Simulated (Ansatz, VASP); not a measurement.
**Two plane-wave programs on Ge2Cl**

```
Ge Cl
1.0
     0.00000    3.30868    3.30868
     3.30868    0.00000    3.30868
     3.30868    3.30868    0.00000
Ge Cl
2 1
Cartesian
  1.6543 1.6543 1.6543
  4.9630 4.9630 4.9630
  0.0000 0.0000 0.0000
```

Alike in both runs: functional PBE; k mesh 12 × 12 × 12; occupations gaussian, width 0.1 eV; no spin polarisation.

Ansatz relaxed the structure, and its values are those at the end. VASP's run is a single point on that final structure, the one shown.

```csv
,VASP,Ansatz
version,VASP 6.6.1,Ansatz 0.2.0
potentials or method,"VASP PAW PBE potentials, release 64 (Ge_d, Cl), cutoff 520 eV","scalar-relativistic, plane waves, PAW"
valence electrons in the cell,35,35
```

|  | VASP | Ansatz | Ansatz less VASP |
| --- | --- | --- | --- |
| gap on the k mesh at the Fermi level (eV) | none | none | - |
| pressure (GPa) | 0.1 | 0.0 | -0.06 |

A gap of «none» marks a metal or a gap that the smearing closes. With one functional, cell and mesh, what is left measures potentials, basis and numerics.
